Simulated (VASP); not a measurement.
# CoSi2 (I4/mmm) in VASP: further runs

The runs below take CoSi2 through single point, with PBEsol.

Everything below comes from runs of VASP 6.6.1. Logs are shortened: lines on timing, memory, paths and dates and some standing lists are left out, and cuts for length are marked.

### 1 The cell of the first run

Symmetry: I4/mmm, No. 139, tetragonal system. Conventional cell: a = 3.944 Å, b = 3.944 Å, c = 5.047 Å, α = 90.00°, β = 90.00°, γ = 90.00°. Within 3.1 Å of Co (site symmetry 4/mmm) lie 8 Si at 2.34 Å. Within 3.1 Å of Si (site symmetry -4m2) lie 4 Co at 2.34 Å and 6 Si at 2.52 to 2.79 Å.

### 2 Single point, PBEsol (strain +0.050 along x and y, -0.050 along z)

The input, INCAR:

```
SYSTEM = CoSi2
ALGO = Normal
EDIFF = 1E-6
ENCUT = 520
GGA = PS
ISIF = 2
ISMEAR = 0
LASPH = .TRUE.
LCHARG = .FALSE.
LREAL = .FALSE.
LWAVE = .FALSE.
NBANDS = 16
NELM = 60
PREC = Accurate
SIGMA = 0.15
```

The input, KPOINTS:

```
k-points
0
G
  16 16 16
  0 0 0
```

The input, POSCAR:

```
CoSi2
1.0
    0.0000000000      2.7890666584      2.5234412624
    2.7890666584      0.0000000000      2.5234412624
    2.7890666584      2.7890666584      0.0000000000
Co Si
1 2
Direct
    0.0000000000      0.0000000000      0.0000000000
    0.2500000000      0.2500000000      0.2500000000
    0.7500000000      0.7500000000      0.7500000000
```

Potentials or basis: VASP PAW PBE potentials, release 64 (Co, Si).

On the command line:

```
cat potpaw_PBE.64/Co/POTCAR potpaw_PBE.64/Si/POTCAR > POTCAR
mpirun -np 1 vasp_std > vasp.out
```

OUTCAR:

```text
SYSTEM = CoSi2
   EDIFF = 1E-6
   ENCUT = 520
   GGA = PS
   ISIF = 2
   ISMEAR = 0
   LASPH = .TRUE.
   LREAL = .FALSE.
   NELM = 60
   PREC = Accurate

 ion  position               nearest neighbor table
   1  0.000  0.000  0.000-   3 2.34   3 2.34   2 2.34   3 2.34   2 2.34   2 2.34   3 2.34   2 2.34

   2  0.250  0.250  0.250-   1 2.34   1 2.34   1 2.34   1 2.34   3 2.52   3 2.52   3 2.79   3 2.79
                             3 2.79   3 2.79
   3  0.750  0.750  0.750-   1 2.34   1 2.34   1 2.34   1 2.34   2 2.52   2 2.52   2 2.79   2 2.79
                             2 2.79   2 2.79

  LATTYP: Found a body centered tetragonal cell.
 ALAT       =     3.9443358947
 C/A-ratio  =     1.2795265565

  Lattice vectors:

 A1 = (   0.0000000000,  -2.7890666584,  -2.5234412624)
 A2 = (   0.0000000000,   2.7890666584,  -2.5234412624)
 A3 = (   2.7890666584,   0.0000000000,   2.5234412624)

Analysis of symmetry for initial positions (statically):
=====================================================================
 Subroutine PRICEL returns:
 Original cell was already a primitive cell.

 Routine SETGRP: Setting up the symmetry group for a
 body centered tetragonal supercell.

 Subroutine GETGRP returns: Found 16 space group operations
 (whereof 16 operations were pure point group operations)
 out of a pool of 16 trial point group operations.

The static configuration has the point symmetry D_4h.

Analysis of symmetry for dynamics (positions and initial velocities):
=====================================================================
 Subroutine PRICEL returns:
 Original cell was already a primitive cell.

 Routine SETGRP: Setting up the symmetry group for a
 body centered tetragonal supercell.

 Subroutine GETGRP returns: Found 16 space group operations
 (whereof 16 operations were pure point group operations)
 out of a pool of 16 trial point group operations.

The dynamic configuration has the point symmetry D_4h.

 Subroutine INISYM returns: Found 16 space group operations
 (whereof 16 operations are pure point group operations),
 and found     1 'primitive' translations

----------------------------------------------------------------------------------------

                                     Primitive cell

  volume of cell :      39.2592

  direct lattice vectors                    reciprocal lattice vectors
     0.000000000  2.789066658  2.523441262    -0.179271441  0.179271441  0.198142119
[... 89 lines left out ...]
   LREAL  =      F    real-space projection
   EDIFFG = 0.1E-04   stopping-criterion for IOM
   NSW    =      0    number of steps for IOM
   IBRION =     -1    ionic relax: 0-MD 1-quasi-New 2-CG
   NFREE  =      0    steps in history (QN), initial steepest desc. (CG)
   ISIF   =      2    stress and relaxation
   ISYM   =      2    0-nonsym 1-usesym 2-fastsym
   POTIM  = 0.5000    time-step for ionic-motion
   TEBEG  =    0.0;   TEEND  =   0.0 temperature during run
   PSTRESS=    0.0 pullay stress
   NELECT =      17.0000    total number of electrons
   NUPDOWN=      -1.0000    fix difference up-down
   EMIN   =  10.00;   EMAX   =-10.00  energy-range for DOS
   EFERMI =   0.00;   METHOD = LEGACY
   ISMEAR =     0;   SIGMA  =   0.15  broadening in eV -4-tet -1-fermi 0-gaus
   EFERMI_NEDOS =   21; number of points for ismear=-14 and -15
   IALGO  =     38    algorithm
   IMIX   =      4    mixing-type and parameters
     AMIX     =   0.40;   BMIX     =  1.00
     AMIX_MAG =   1.60;   BMIX_MAG =  1.00
  volume/ion in A,a.u.               =      13.09        88.31
  Fermi-wavevector in a.u.,A,eV,Ry     =   1.238542  2.340505 20.871157  1.533987
  Thomas-Fermi vector in A             =   2.373063
   LORBIT       =      0    0 simple, 1 ext, 2 COOP (PROOUT), +10 PAW based schemes
   GGA     = PS    functional components
   LHFCALC =     F    Hartree Fock is set to
   AEXX    =    0.0000 exact exchange contribution
   IVDW    =     0    specifies the selected vdW correction
   LEPSILON=     F    determine dielectric tensor
   LRPA    =     F    only Hartree local field effects (RPA)
 non-spin polarized calculation
 Gauss-broadening in eV      SIGMA  =   0.15
  energy-cutoff  :      520.00
  volume of cell :       39.26
 maximum number of plane-waves:      1078
   NGX = 13   NGY = 13   NGZ = 15

 number of electron      16.9999999 magnetization

 Free energy of the ion-electron system (eV)
  ---------------------------------------------------
  ext. energy  EPLUGINS =         0.00000000
  ---------------------------------------------------
  free energy    TOTEN  =       -20.85418133 eV

  energy without entropy =      -20.84180751  energy(sigma->0) =      -20.84799442

 E-fermi :   9.6802     XC(G=0): -11.7578

 val. band max:        9.6778548828   @ k =   0.1875   0.0000   0.1875
 cond. band min:       9.6831782976   @ k =   0.2500   0.1875   0.0625
 fundamental gap:      0.0053234148
 Fermi energy:         9.6801793151

 k-point     1 :       0.0000    0.0000    0.0000
  band No.  band energies     occupation
      1      -3.2893      2.00000
      2       5.4087      2.00000
      3       5.9203      2.00000
      4       5.9203      2.00000
      5       7.6506      2.00000
      6       8.0701      2.00000
[... 433 lines left out ...]
      3       5.6283      2.00000
      4       5.9936      2.00000
      5       7.5547      2.00000
      6       8.0423      2.00000
[... 8 lines left out ...]
     15      15.4211      0.00000
     16      17.9436      0.00000

 [... further k-points ...]

------------------------ aborting loop because EDIFF is reached ----------------------------------------

  FORCE on cell =-STRESS in cart. coord.  units (eV):
  Direction    XX          YY          ZZ          XY          YZ          ZX
  --------------------------------------------------------------------------------------
  -------------------------------------------------------------------------------------
  Total       -2.7584535     -2.7584535      0.1257493      0.0000000     -0.0000000      0.0000000
  in kB     -112.5732650   -112.5732650      5.1318636      0.0000000     -0.0000000      0.0000000
  external PRESSURE =     -73.3382222 kB  Pullay stress =       0.0000000 kB

 VOLUME and BASIS-vectors are now :
 -----------------------------------------------------------------------------
  energy-cutoff  :      520.00
  volume of cell :       39.26
      direct lattice vectors                 reciprocal lattice vectors
     0.000000000  2.789066658  2.523441262    -0.179271441  0.179271441  0.198142119
     2.789066658  0.000000000  2.523441262     0.179271441 -0.179271441  0.198142119
     2.789066658  2.789066658  0.000000000     0.179271441  0.179271441 -0.198142119

 POSITION                                       TOTAL-FORCE (eV/Angst)
 -----------------------------------------------------------------------------------
      0.00000      0.00000      0.00000        -0.000000      0.000000     -0.000000
      1.39453      1.39453      1.26172        -0.000000     -0.000000     -0.000000
      4.18360      4.18360      3.78516         0.000000      0.000000      0.000000
 -----------------------------------------------------------------------------------
    total drift:                               -0.000000     -0.000000      0.000000

  FREE ENERGIE OF THE ION-ELECTRON SYSTEM (eV)
  ---------------------------------------------------
  free  energy   TOTEN  =       -20.8541813264 eV

  energy  without entropy=      -20.8418075073  energy(sigma->0) =      -20.84799442
```

It took 4.8 min on 1 thread of Intel Xeon 8259CL, shared host; peak memory 0.33 GiB.

What came out:

```
Free energy            : -20.8542 eV
Pressure               : -7.3 GPa
Band gap on the k mesh : zero (an odd number of electrons rules out a gap without spin polarisation)
```

Stress tensor (GPa, compression positive):
```
-11.26   0.00   0.00
  0.00 -11.26   0.00
  0.00   0.00   0.51
```

Caveat: the cell differs from its parent crystal (strain +0.050 along x and y, -0.050 along z); the cell stands under tension; the PAW data sets were made with another functional, which shifts forces and pressure a little; the run has no spin polarisation, though such a crystal can be magnetic.

### 3 Single point, PBEsol (strain +0.050 along x and y, -0.025 along z)

The input, INCAR:

```
SYSTEM = CoSi2
PREC = Accurate
ENCUT = 520
EDIFF = 1E-6
ISMEAR = 0
SIGMA = 0.15
LREAL = .FALSE.
LASPH = .TRUE.
NELM = 80
ALGO = Normal
ISIF = 2
LWAVE = .FALSE.
LCHARG = .FALSE.
GGA = PS
NBANDS = 16
```

The input, KPOINTS:

```
Automatic mesh
0
G
  16 16 16
  0 0 0
```

The input, POSCAR:

```
CoSi2
1.0
    0.0000000000      2.7890666584      2.5898476114
    2.7890666584      0.0000000000      2.5898476114
    2.7890666584      2.7890666584      0.0000000000
Co Si
1 2
Direct
    0.0000000000      0.0000000000      0.0000000000
    0.2500000000      0.2500000000      0.2500000000
    0.7500000000      0.7500000000      0.7500000000
```

Potentials or basis: VASP PAW PBE potentials, release 64 (Co, Si).

On the command line:

```
cat potpaw_PBE.64/Co/POTCAR potpaw_PBE.64/Si/POTCAR > POTCAR
mpirun -np 1 vasp_std > vasp.out
```

Run time: 4.7 min. Hardware: 1 thread of Intel Xeon 8259CL, shared host; peak memory 0.34 GiB.

Results (log left out):

```yaml
Free_energy: -20.8342 eV
Pressure: -11.5 GPa
Band_gap_on_the_k_mesh: zero (an odd number of electrons rules out a gap without spin polarisation)
```

Stress tensor (GPa, compression positive):
```
-14.00   0.00   0.00
  0.00 -14.00   0.00
  0.00   0.00  -6.58
```

Levels at points of the mesh, in eV from the Fermi level:
```
           k point  band 7  band 8  band 9  band 10  band 11  band 12
(0.00, 0.00, 0.00)    0.39    2.62    3.13     3.13     3.57     3.57
(0.50, 0.00, 0.00)   -1.47   -0.68   -0.27     2.67     3.06     3.19
(0.50, 0.50, 0.00)   -1.77   -1.62   -1.26     1.09     2.61     8.69
(0.50, 0.00, 0.50)   -1.88   -1.68   -1.16     1.55     3.00     8.15
```

Caveat: the cell differs from its parent crystal (strain +0.050 along x and y, -0.025 along z); the cell stands under tension; the PAW data sets were made with another functional, which shifts forces and pressure a little; the run has no spin polarisation, though such a crystal can be magnetic. Spin polarisation is off, so any magnetic state and its effect on volume and gap are missing.

### 4 Single point, PBEsol (strain +0.050 along x and y, +0.000 along z)

The input, INCAR:

```
SYSTEM = CoSi2
PREC = Accurate ; ENCUT = 520
EDIFF = 1E-6 ; ISMEAR = 0
SIGMA = 0.15 ; LREAL = .False.
LASPH = .True. ; NELM = 80
ALGO = Normal ; ISIF = 2
LWAVE = .False. ; LCHARG = .False.
GGA = PS ; NBANDS = 16
```

The input, KPOINTS:

```
regular mesh
0
Gamma
  16 16 16
  0 0 0
```

The input, POSCAR:

```
CoSi2
1.0
    0.0000000000      2.7890666584      2.6562539604
    2.7890666584      0.0000000000      2.6562539604
    2.7890666584      2.7890666584      0.0000000000
Co Si
1 2
Direct
    0.0000000000      0.0000000000      0.0000000000
    0.2500000000      0.2500000000      0.2500000000
    0.7500000000      0.7500000000      0.7500000000
```

Potentials or basis: VASP PAW PBE potentials, release 64 (Co, Si).

On the command line:

```
cat potpaw_PBE.64/Co/POTCAR potpaw_PBE.64/Si/POTCAR > POTCAR
mpirun -np 1 vasp_std > vasp.out
```

OUTCAR:

```text
SYSTEM = CoSi2
   PREC = Accurate
   ENCUT = 520
   EDIFF = 1E-6
   ISMEAR = 0
   LREAL = .False.
   LASPH = .True.
   NELM = 80
   ISIF = 2
   GGA = PS

 ion  position               nearest neighbor table
   1  0.000  0.000  0.000-   3 2.38   3 2.38   3 2.38   2 2.38   3 2.38   2 2.38   2 2.38   2 2.38

   2  0.250  0.250  0.250-   1 2.38   1 2.38   1 2.38   1 2.38   3 2.66   3 2.66   3 2.79   3 2.79
                             3 2.79   3 2.79
   3  0.750  0.750  0.750-   1 2.38   1 2.38   1 2.38   1 2.38   2 2.66   2 2.66   2 2.79   2 2.79
                             2 2.79   2 2.79

[... 656 lines left out ...]
  --------------------------------------------------------------------------------------
  -------------------------------------------------------------------------------------
  Total       -4.2307557     -4.2307557     -3.1525222      0.0000000     -0.0000000      0.0000000
  in kB     -164.0254165   -164.0254165   -122.2225549      0.0000000     -0.0000000      0.0000000
  external PRESSURE =    -150.0911293 kB  Pullay stress =       0.0000000 kB

 VOLUME and BASIS-vectors are now :
 -----------------------------------------------------------------------------
  energy-cutoff  :      520.00
  volume of cell :       41.33
      direct lattice vectors                 reciprocal lattice vectors
     0.000000000  2.789066658  2.656253960    -0.179271441  0.179271441  0.188235013
     2.789066658  0.000000000  2.656253960     0.179271441 -0.179271441  0.188235013
     2.789066658  2.789066658  0.000000000     0.179271441  0.179271441 -0.188235013

 POSITION                                       TOTAL-FORCE (eV/Angst)
 -----------------------------------------------------------------------------------
      0.00000      0.00000      0.00000         0.000000     -0.000000      0.000000
      1.39453      1.39453      1.32813        -0.000000     -0.000000      0.000000
      4.18360      4.18360      3.98438         0.000000      0.000000     -0.000000
 -----------------------------------------------------------------------------------
    total drift:                                0.000000     -0.000000     -0.000000

  FREE ENERGIE OF THE ION-ELECTRON SYSTEM (eV)
  ---------------------------------------------------
  free  energy   TOTEN  =       -20.7732133143 eV

  energy  without entropy=      -20.7599920922  energy(sigma->0) =      -20.76660270
```

It took 6.3 min on 1 thread of Intel Xeon 8259CL, shared host; peak memory 0.35 GiB.

Results:

```yaml
Free_energy: -20.7732 eV
Pressure: -15.0 GPa
Band_gap_on_the_k_mesh: zero (an odd number of electrons rules out a gap without spin polarisation)
```

Caveat: the cell differs from its parent crystal (strain +0.050 along x and y, +0.000 along z); the cell stands under tension; the PAW data sets were made with another functional, which shifts forces and pressure a little; the run has no spin polarisation, though such a crystal can be magnetic.

### 5 Summary

| cell | gap on the mesh (eV) | pressure (GPa) |
| --- | --- | --- |
| a = 3.761, b = 3.761, c = 3.944 Å, angles 58.4, 58.4, 63.2°, 3 atoms | none | -7.3 |
| a = 3.806, b = 3.806, c = 3.944 Å, angles 58.8, 58.8, 62.4°, 3 atoms | none | -11.5 |
| a = 3.852, b = 3.852, c = 3.944 Å, angles 59.2, 59.2, 61.6°, 3 atoms | none | -15.0 |

Alike in all rows: task single point; level PBEsol; potentials or basis VASP PAW PBE potentials, release 64 (Co, Si); no spin polarisation; k mesh 16 × 16 × 16; cutoff (eV) 520; smearing gaussian 0.15 eV.

Caveats: the cell stands under tension; the PAW data sets were made with another functional, which shifts forces and pressure a little; the run has no spin polarisation, though such a crystal can be magnetic.

Absolute energies hang on the potentials; compare differences alone.
